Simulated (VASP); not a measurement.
# WS2 (P6_3/mmc) in VASP: notebook, part 2 of 2

VASP 6.6.1.

### Step 5. Single point, r2SCAN (biaxial strain in the a-b plane: +4.0 %)

Contents of POSCAR:

```
WS2
1.0
    3.3088836719      0.0000000000      0.0000000000
   -1.6544418359      2.8655773180      0.0000000000
    0.0000000000      0.0000000000     12.7537630362
W S
2 4
Direct
    0.3333333333      0.6666666667      0.2500000000
    0.6666666667      0.3333333333      0.7500000000
    0.3333333333      0.6666666667      0.6312964578
    0.6666666667      0.3333333333      0.1312964578
    0.3333333333      0.6666666667      0.8687035422
    0.6666666667      0.3333333333      0.3687035422
```

Contents of INCAR.step1:

```
  PREC = Accurate
  ENCUT = 520
  ISMEAR = 0
  SIGMA = 0.02
  LREAL = F
  LASPH = T
  NELM = 80
  NBANDS = 35
  GGA = PE
  ALGO = Normal
  EDIFF = 1E-4
  LWAVE = T
  LCHARG = F
```

Contents of INCAR.step2:

```
  PREC = Accurate
  ENCUT = 520
  EDIFF = 1E-7
  ISMEAR = 0
  SIGMA = 0.02
  LREAL = F
  LASPH = T
  NELM = 80
  ALGO = Normal
  ISIF = 2
  LWAVE = F
  LCHARG = F
  METAGGA = R2SCAN
  LMIXTAU = T
  NBANDS = 35
  ISTART = 1
```

Contents of KPOINTS:

```
Automatic mesh
0
Gamma
  12 12 2
```

Potentials or basis: VASP PAW PBE potentials, release 64 (W_sv, S).

Launch:

```console
> cat potpaw_PBE.64/W_sv/POTCAR potpaw_PBE.64/S/POTCAR > POTCAR
> cp INCAR.step1 INCAR
> mpirun -np 1 vasp_std > vasp.out
> cp INCAR.step2 INCAR
> mpirun -np 1 vasp_std > vasp.out
```

OUTCAR:

```text
PREC = Accurate
   ENCUT = 520
   EDIFF = 1E-7
   ISMEAR = 0
   LREAL = F
   LASPH = T
   NELM = 80
   ISIF = 2
   METAGGA = R2SCAN
   ISTART = 1

 ion  position               nearest neighbor table
   1  0.333  0.667  0.250-   4 2.44   6 2.44   4 2.44   6 2.44   4 2.44   6 2.44
   2  0.667  0.333  0.750-   3 2.44   5 2.44   3 2.44   5 2.44   3 2.44   5 2.44
   3  0.333  0.667  0.631-   2 2.44   2 2.44   2 2.44
   4  0.667  0.333  0.131-   1 2.44   1 2.44   1 2.44
   5  0.333  0.667  0.869-   2 2.44   2 2.44   2 2.44
   6  0.667  0.333  0.369-   1 2.44   1 2.44   1 2.44

  LATTYP: Found a hexagonal cell.
 ALAT       =     3.3088836719
 C/A-ratio  =     3.8544005474

  Lattice vectors:

 A1 = (   3.3088836719,   0.0000000000,   0.0000000000)
 A2 = (  -1.6544418359,   2.8655773180,   0.0000000000)
 A3 = (   0.0000000000,   0.0000000000,  12.7537630362)

Analysis of symmetry for initial positions (statically):
=====================================================================
 Subroutine PRICEL returns:
 Original cell was already a primitive cell.

 Routine SETGRP: Setting up the symmetry group for a
 hexagonal supercell.

 Subroutine GETGRP returns: Found 24 space group operations
 (whereof 12 operations were pure point group operations)
 out of a pool of 24 trial point group operations.

The static configuration has the point symmetry D_3d.
 The point group associated with its full space group is D_6h.

Analysis of symmetry for dynamics (positions and initial velocities):
=====================================================================
 Subroutine PRICEL returns:
 Original cell was already a primitive cell.

 Routine SETGRP: Setting up the symmetry group for a
 hexagonal supercell.

 Subroutine GETGRP returns: Found 24 space group operations
 (whereof 12 operations were pure point group operations)
 out of a pool of 24 trial point group operations.

The dynamic configuration has the point symmetry D_3d.
 The point group associated with its full space group is D_6h.

 Subroutine INISYM returns: Found 24 space group operations
 (whereof 12 operations are pure point group operations),
 and found     1 'primitive' translations

----------------------------------------------------------------------------------------

                                     Primitive cell

  volume of cell :     120.9294

  direct lattice vectors                    reciprocal lattice vectors
     3.308883672  0.000000000  0.000000000     0.302216729  0.174484910  0.000000000
    -1.654441836  2.865577318  0.000000000     0.000000000  0.348969820  0.000000000
     0.000000000  0.000000000 12.753763036     0.000000000  0.000000000  0.078408231

  length of vectors
     3.308883672  3.308883672 12.753763036     0.348969820  0.348969820  0.078408231

  position of ions in fractional coordinates (direct lattice)
     0.333333333  0.666666667  0.250000000
     0.666666667  0.333333333  0.750000000
     0.333333333  0.666666667  0.631296458
     0.666666667  0.333333333  0.131296458
     0.333333333  0.666666667  0.868703542
     0.666666667  0.333333333  0.368703542

  ion indices of the primitive-cell ions
   primitive index   ion index
                 1           1
[... 34 lines left out ...]
  0.000000  0.000000  0.000000      1.000000
  0.083333  0.000000  0.000000      6.000000
  0.166667  0.000000  0.000000      6.000000
  0.250000 -0.000000  0.000000      6.000000
  0.333333  0.000000  0.000000      6.000000
  0.416667  0.000000  0.000000      6.000000
[... 16 lines left out ...]
  0.250000 -0.000000  0.500000      6.000000
  0.333333  0.000000  0.500000      6.000000
 [... further k-points ...]
   k-points           NKPTS =     38   k-points in BZ     NKDIM =     38   number of bands    NBANDS=     35
   number of dos      NEDOS =    301   number of ions     NIONS =      6
   total plane-waves  NPLWV =  75264
   dimension x,y,z NGX =    28 NGY =   28 NGZ =   96
   dimension x,y,z NGXF=    56 NGYF=   56 NGZF=  192
   ions per type =               2   4
   NGX,Y,Z   is equivalent  to a cutoff of  14.07, 14.07, 12.51 a.u.
   NGXF,Y,Z  is equivalent  to a cutoff of  28.14, 28.14, 25.03 a.u.
 SYSTEM =  unknown system
   PREC   = accura    normal or accurate (medium, high low for compatibility)
   ISTART =      1    job   : 0-new  1-cont  2-samecut
   ICHARG =      0    charge: 1-file 2-atom 10-const
   ISPIN  =      1    spin polarized calculation?
   LNONCOLLINEAR =      F non collinear calculations
   LSORBIT =      F    spin-orbit coupling
   LASPH  =      T    aspherical Exc in radial PAW
   ENCUT  =  520.0 eV  38.22 Ry    6.18 a.u.   6.15  6.15 23.71*2*pi/ulx,y,z
   NELM   =     80;   NELMIN=  2; NELMDL=  0     # of ELM steps
   EDIFF  = 0.1E-06   stopping-criterion for ELM
   LREAL  =      F    real-space projection
   EDIFFG = 0.1E-05   stopping-criterion for IOM
   NSW    =      0    number of steps for IOM
   IBRION =     -1    ionic relax: 0-MD 1-quasi-New 2-CG
   NFREE  =      0    steps in history (QN), initial steepest desc. (CG)
   ISIF   =      2    stress and relaxation
   ISYM   =      2    0-nonsym 1-usesym 2-fastsym
   POTIM  = 0.5000    time-step for ionic-motion
   TEBEG  =    0.0;   TEEND  =   0.0 temperature during run
   PSTRESS=    0.0 pullay stress
   NELECT =      52.0000    total number of electrons
   NUPDOWN=      -1.0000    fix difference up-down
   EMIN   =  10.00;   EMAX   =-10.00  energy-range for DOS
   EFERMI =   0.00;   METHOD = LEGACY
   ISMEAR =     0;   SIGMA  =   0.02  broadening in eV -4-tet -1-fermi 0-gaus
   EFERMI_NEDOS =   21; number of points for ismear=-14 and -15
   IALGO  =     38    algorithm
   IMIX   =      4    mixing-type and parameters
     AMIX     =   0.40;   BMIX     =  1.00
     AMIX_MAG =   1.60;   BMIX_MAG =  1.00
  volume/ion in A,a.u.               =      20.15       136.01
  Fermi-wavevector in a.u.,A,eV,Ry     =   1.235659  2.335057 20.774097  1.526853
  Thomas-Fermi vector in A             =   2.370299
   LORBIT       =      0    0 simple, 1 ext, 2 COOP (PROOUT), +10 PAW based schemes
   METAGGA = R2SCAN    functional components
   LHFCALC =     F    Hartree Fock is set to
   AEXX    =    0.0000 exact exchange contribution
   IVDW    =     0    specifies the selected vdW correction
   LEPSILON=     F    determine dielectric tensor
   LRPA    =     F    only Hartree local field effects (RPA)
 non-spin polarized calculation
 Gauss-broadening in eV      SIGMA  =   0.02
  energy-cutoff  :      520.00
  volume of cell :      120.93
 maximum number of plane-waves:      3284
 NGX is ok and might be reduce to    28
   NGX = 13   NGY = 13   NGZ = 47

 number of electron      51.9999994 magnetization

 Free energy of the ion-electron system (eV)
  ---------------------------------------------------
  ext. energy  EPLUGINS =         0.00000000
  ---------------------------------------------------
  free energy    TOTEN  =      -139.86477111 eV

  energy without entropy =     -139.86477111  energy(sigma->0) =     -139.86477111

 E-fermi :   6.1990     XC(G=0): -10.8574

 val. band max:        6.0649009328   @ k =   0.0000   0.0000   0.0000
 cond. band min:       6.5511349426   @ k =   0.3333   0.3333   0.0000
 fundamental gap:      0.4862340098
 Fermi energy:         6.1989617641

 k-point     1 :       0.0000    0.0000    0.0000
  band No.  band energies     occupation
      1     -70.9271      2.00000
      2     -70.9271      2.00000
      3     -34.4252      2.00000
      4     -34.4252      2.00000
      5     -34.3989      2.00000
      6     -34.3989      2.00000
[... 901 lines left out ...]
     34       9.6669      0.00000
     35      12.0680      0.00000

 [... further k-points ...]

------------------------ aborting loop because EDIFF is reached ----------------------------------------

  FORCE on cell =-STRESS in cart. coord.  units (eV):
  Direction    XX          YY          ZZ          XY          YZ          ZX
  --------------------------------------------------------------------------------------
  -------------------------------------------------------------------------------------
  Total       -7.4466538     -7.4466538      0.7486648     -0.0000000      0.0000000     -0.0000000
  in kB      -98.6596960    -98.6596960      9.9189570     -0.0000000      0.0000000     -0.0000000
  external PRESSURE =     -62.4668117 kB  Pullay stress =       0.0000000 kB

 VOLUME and BASIS-vectors are now :
 -----------------------------------------------------------------------------
  energy-cutoff  :      520.00
  volume of cell :      120.93
      direct lattice vectors                 reciprocal lattice vectors
     3.308883672  0.000000000  0.000000000     0.302216729  0.174484910  0.000000000
    -1.654441836  2.865577318  0.000000000     0.000000000  0.348969820  0.000000000
     0.000000000  0.000000000 12.753763036     0.000000000  0.000000000  0.078408231

 POSITION                                       TOTAL-FORCE (eV/Angst)
 -----------------------------------------------------------------------------------
     -0.00000      1.91038      3.18844         0.000000      0.000000      0.000000
      1.65444      0.95519      9.56532        -0.000000     -0.000000      0.000000
     -0.00000      1.91038      8.05141         0.000000      0.000000     -0.114325
      1.65444      0.95519      1.67452        -0.000000      0.000000     -0.114325
     -0.00000      1.91038     11.07924         0.000000      0.000000      0.114325
      1.65444      0.95519      4.70236        -0.000000      0.000000      0.114325
 -----------------------------------------------------------------------------------
    total drift:                               -0.000000      0.000000     -0.000000

  FREE ENERGIE OF THE ION-ELECTRON SYSTEM (eV)
  ---------------------------------------------------
  free  energy   TOTEN  =      -139.8647711060 eV

  energy  without entropy=     -139.8647711060  energy(sigma->0) =     -139.86477111
```

Wall time 6.4 min (1 thread of Intel Xeon 6975P-C (Granite Rapids), shared host); peak memory 0.36 GiB.

What came out:

| Quantity | Value |
| --- | --- |
| Free energy | -139.8648 eV |
| Pressure | -6.2 GPa |
| Largest force | 0.114 eV/Å |
| Band gap on the k mesh | 0.49 eV (least direct gap 1.41 eV) |

Forces in eV/Å, atoms in the order of the input:
```
W    0.000  0.000  0.000
W    0.000  0.000  0.000
S    0.000  0.000 -0.114
S    0.000  0.000 -0.114
S    0.000  0.000  0.114
S    0.000  0.000  0.114
```

Levels at points of the mesh, in eV from the valence-band top:
```tsv
k point	band 24	band 25	band 26	band 27	band 28	band 29
(0.00, 0.00, 0.00)	-1.69	-0.75	0.00	1.92	1.92	1.92
(0.50, 0.00, 0.00)	-2.61	-1.79	-1.64	1.59	1.62	2.00
(0.00, 0.00, 0.50)	-2.63	-0.23	-0.23	1.92	1.92	1.92
(0.50, 0.00, 0.50)	-2.66	-1.70	-1.70	1.61	1.61	2.02
```

Caveat: the cell differs from its parent crystal (biaxial strain in the a-b plane: +4.0 %); the stress differs along the axes, from -10 to 1 GPa; the PAW data sets were made with another functional, which shifts forces and pressure a little; spin-orbit coupling is left out, which moves the levels of the heavy elements. A k mesh can miss the band edges.

### Step 6. Overview

```csv
cell,gap on the mesh (eV),pressure (GPa),largest force (eV/Å)
"a = 3.245, b = 3.245, c = 12.911 Å, angles 90.0, 90.0, 120.0°, 6 atoms, atomic positions A",0.93,-3.7,0.03
"a = 3.245, b = 3.245, c = 12.962 Å, angles 90.0, 90.0, 120.0°, 6 atoms, atomic positions B",0.93,-3.5,0.02
"a = 3.309, b = 3.309, c = 12.754 Å, angles 90.0, 90.0, 120.0°, 6 atoms, atomic positions B",0.49,-6.2,0.11
```

Alike in all rows: task single point; level r2SCAN; potentials or basis VASP PAW PBE potentials, release 64 (W_sv, S); no spin polarisation; k mesh 12 × 12 × 2; cutoff (eV) 520; smearing gaussian 0.02 eV.

Caveats: the PAW data sets were made with another functional, which shifts forces and pressure a little; spin-orbit coupling is left out, which moves the levels of the heavy elements; the stress differs along the axes, from -5 to -0 GPa (at least some runs); the stress differs along the axes, from -5 to 0 GPa (at least some runs); the stress differs along the axes, from -10 to 1 GPa (at least some runs).

Total energies depend on the potentials used, so only differences within one code and one set of settings carry meaning.
